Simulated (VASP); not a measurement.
Write the native input for VASP 6.6.1 that does the following.

```yaml
Task: single point
Functional: revPBE
Dispersion: D4
Potentials_or_basis: VASP PAW PBE potentials, release 64 (Sb)
Cutoff: 520 eV
k_mesh: 8 × 8 × 8
Occupations: fermi-dirac, width 0.05 eV
Spin: no spin polarisation
Dipole_correction: no
Further_INCAR_settings: ALGO = Normal; EDIFF = 1e-06; NBANDS = 12
```

The structure of Sb lies in POSCAR:

```
Sb
1.0
    2.1535135387      1.2433316213      3.6413484376
   -2.1535135387      1.2433316213      3.6413484376
    0.0000000000     -2.4866632425      3.6413484376
Sb
2
Direct
    0.7630794690      0.7630794690      0.7630794690
    0.2369205310      0.2369205310      0.2369205310
```

The input as run:

INCAR

```
SYSTEM = Sb
  PREC = Accurate
  ENCUT = 520
  EDIFF = 1E-6
  ISMEAR = -1
  SIGMA = 0.05
  LREAL = .False.
  LASPH = .True.
  NELM = 100
  ALGO = Normal
  ISIF = 2
  LWAVE = .False.
  LCHARG = .False.
  GGA = RE
  IVDW = 13
  NBANDS = 12
```

KPOINTS

```
Automatic mesh
0
Gamma
  8 8 8
  0 0 0
```

Potentials or basis: VASP PAW PBE potentials, release 64 (Sb).

Launch:

```console
$ cat potpaw_PBE.64/Sb/POTCAR > POTCAR
$ mpirun -np 1 vasp_std > vasp.out
```

Results of the run:

```yaml
Pressure: 0.0 GPa
Largest_force: 0.033 eV/Å
Band_gap_on_the_k_mesh: zero (band 5 reaches 7.80 eV, above the bottom of band 6 at 7.58 eV)
Dispersion_energy_per_atom: -0.836 eV
```

Caveat: the PAW data sets were made with another functional, which shifts forces and pressure a little; spin-orbit coupling is left out, which moves the levels of the heavy elements; pairwise dispersion overbinds metals, which lowers pressure and volume.

Run time: 58 s on 1 thread of Intel Xeon 8259CL, on a shared host, peak memory 0.22 GiB.
